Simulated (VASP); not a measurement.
Input of a VASP 6.6.1 run:

The input INCAR:

```
SYSTEM = InCo3Sn2
PREC = Accurate
ENCUT = 600
EDIFF = 1E-6
ISMEAR = 0
SIGMA = 0.1
LREAL = .False.
LASPH = .True.
NELM = 120
ALGO = Normal
ISIF = 2
LWAVE = .False.
LCHARG = .False.
GGA = PS
NBANDS = 80
GGA_COMPAT = .False.
```

File KPOINTS:

```
regular mesh
0
Gamma
  6 6 2
  0 0 0
```

The input POSCAR:

```
InCo3Sn2
1.0
    2.6296752800     -4.5547311900      0.0000000000
   -5.2593505600      0.0000000000      0.0000000000
    0.0000000000      0.0000000000     -8.3964307200
Co In Sn
6 2 4
Direct
    0.5000000000      0.0000000000      0.5000000000
    0.5000000000      0.0000000000      0.0000000000
    0.5000000000      0.5000000000      0.5000000000
    0.5000000000      0.5000000000      0.0000000000
    0.0000000000      0.5000000000      0.5000000000
    0.0000000000      0.5000000000      0.0000000000
    0.6666666700      0.3333333300      0.2500000000
    0.0000000000      0.0000000000      0.5000000000
    0.6666666700      0.3333333300      0.7500000000
    0.3333333300      0.6666666700      0.2500000000
    0.3333333300      0.6666666700      0.7500000000
    0.0000000000      0.0000000000      0.0000000000
```

Potentials or basis: VASP PAW PBE potentials, release 64 (Co, In_d, Sn_d).

Run with:

```bash
$ cat potpaw_PBE.64/Co/POTCAR potpaw_PBE.64/In_d/POTCAR potpaw_PBE.64/Sn_d/POTCAR > POTCAR
$ mpirun -np 1 vasp_std > vasp.out
```

What does it give for the largest force?

0.255 eV/Å.

What does it give for the band gap on the k mesh?

Zero (bands 68 and 69 overlap by 0.40 eV).

What does it give for the pressure?

-2.6 GPa.

Forces in eV/Å, atoms in the order of the input:
```
Co   0.043  0.025 -0.246
Co   0.056  0.032  0.246
Co  -0.043  0.025 -0.246
Co  -0.056  0.032  0.246
Co   0.000 -0.050 -0.246
Co   0.000 -0.065  0.246
In   0.000  0.000 -0.122
In   0.000  0.000  0.084
Sn   0.000  0.000  0.175
Sn   0.000  0.000 -0.177
Sn   0.000  0.000  0.157
Sn   0.000  0.000 -0.117
```

Caveat: the k points lie up to 0.37 Å⁻¹ apart; the PAW data sets were made with another functional, which shifts forces and pressure a little; spin-orbit coupling is left out, which moves the levels of the heavy elements; the run has no spin polarisation, though such a crystal can be magnetic. Spin polarisation is off, so any magnetic state and its effect on volume and gap are missing.
